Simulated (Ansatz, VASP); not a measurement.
# One calculation of CsBr, two programs

Contents of INCAR:

```
SYSTEM = CsBr
PREC     = Accurate       ! precision mode
ENCUT    = 400            ! plane-wave cutoff, eV
EDIFF    = 1E-8           ! SCF threshold, eV
ISMEAR   = -1             ! smearing method
SIGMA    = 0.03           ! smearing width, eV
LREAL    = .FALSE.        ! projectors in reciprocal space
LASPH    = .TRUE.         ! aspherical terms in the spheres
NELM     = 120            ! most SCF steps
ALGO     = Normal         ! electronic algorithm
ISIF     = 2              ! what is computed and relaxed
LWAVE    = .FALSE.        ! write WAVECAR
LCHARG   = .FALSE.        ! write CHGCAR
GGA      = PE             ! functional
LEFG     = .TRUE.       
NBANDS   = 15             ! bands
GGA_COMPAT= .FALSE.
```

KPOINTS

```
Automatic mesh
0
G
  6 6 6
  0 0 0
```

File POSCAR:

```
CsBr
1.0
    4.2133418957      0.0000000000      0.0000000000
    0.0000000000      4.2133418957      0.0000000000
    0.0000000000      0.0000000000      4.2133418957
Cs Br
1 1
Direct
    0.0000000000      0.0000000000      0.0000000000
    0.5000000000      0.5000000000      0.5000000000
```

Input for Ansatz:

```yaml
crystal:
  lattice:
    - [4.2133418957, 0.0, 0.0]
    - [0.0, 4.2133418957, 0.0]
    - [0.0, 0.0, 4.2133418957]
  atoms:
    - { symbol: Cs, position: [0.0, 0.0, 0.0] }
    - { symbol: Br, position: [0.5, 0.5, 0.5] }
kpoints:
  mp_grid: { grid: [6, 6, 6] }
scf:
  occupations: { method: fermi_dirac, width: 0.03 }
hamiltonian:
  xc: pbe
  pseudopotentials: { kind: paw }
output:
  forces: true
  stress: true
  eigenvalues: true
  efg: { contact_densities: true }
```

Change from the starting cell: volume scaled by 0.95, PAW files.

Alike in both runs: task electric field gradients; functional PBE; k mesh 6 × 6 × 6; occupations fermi-dirac, width 0.03 eV; no spin polarisation.

|  | VASP | Ansatz |
| --- | --- | --- |
| version | VASP 6.6.1 | Ansatz 0.2.0 |
| potentials or method | VASP PAW PBE potentials, release 64 (Cs_sv, Br) | PAW with Ansatz's default frozen-core files, scalar-relativistic |
| plane-wave cutoff (eV) | 400 | 420 |
| valence electrons in the cell | 16 | 16 |

Ansatz gave:

```
gap on the k mesh at the Fermi level (eV) : 4.73
pressure (GPa)                            : 2.1
```

Which values does VASP return?

gap on the k mesh at the Fermi level (eV): 4.72; pressure (GPa): 2.1.

Spin-orbit coupling is off throughout.
